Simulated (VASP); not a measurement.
Write the native input for VASP 6.6.1 that does the following.

| Property | Result |
| --- | --- |
| Task | single point |
| Functional | PBEsol |
| Potentials or basis | VASP PAW PBE potentials, release 64 (Pb_d, S) |
| Cutoff | 520 eV |
| k mesh | 8 × 8 × 8 |
| Occupations | fermi-dirac, width 0.06 eV |
| Spin | no spin polarisation |
| Dipole correction | no |
| Further INCAR settings | ALGO = Normal; EDIFF = 1e-06; NBANDS = 17 |

The structure of PbS lies in POSCAR:

```
PbS
1.0
    0.0000000000      2.9451000000      2.9451000000
    2.9451000000      0.0000000000      2.9451000000
    2.9451000000      2.9451000000      0.0000000000
Pb S
1 1
Direct
    0.0000000000      0.0000000000      0.0000000000
    0.5000000000      0.5000000000      0.5000000000
```

The input as run:

INCAR

```
  PREC = Accurate
  ENCUT = 520
  EDIFF = 1E-6
  ISMEAR = -1
  SIGMA = 0.06
  LREAL = F
  LASPH = T
  NELM = 100
  ALGO = Normal
  ISIF = 2
  LWAVE = F
  LCHARG = F
  GGA = PS
  NBANDS = 17
```

KPOINTS

```
Automatic mesh
0
Gamma
  8 8 8
```

Potentials or basis: VASP PAW PBE potentials, release 64 (Pb_d, S).

Launch:

```console
$ cat potpaw_PBE.64/Pb_d/POTCAR potpaw_PBE.64/S/POTCAR > POTCAR
$ mpirun -np 1 vasp_std > vasp.out
```

Results of the run:

The pressure is 0.3 GPa. The band gap on the k mesh is 0.17 eV, direct.

Caveat: the PAW data sets were made with another functional, which shifts forces and pressure a little; spin-orbit coupling is left out, which moves the levels of the heavy elements.

Run time: 8.5 s on 1 thread of Intel(R) Xeon(R) 6975P-C (Granite Rapids), on a shared host, peak memory 0.18 GiB.
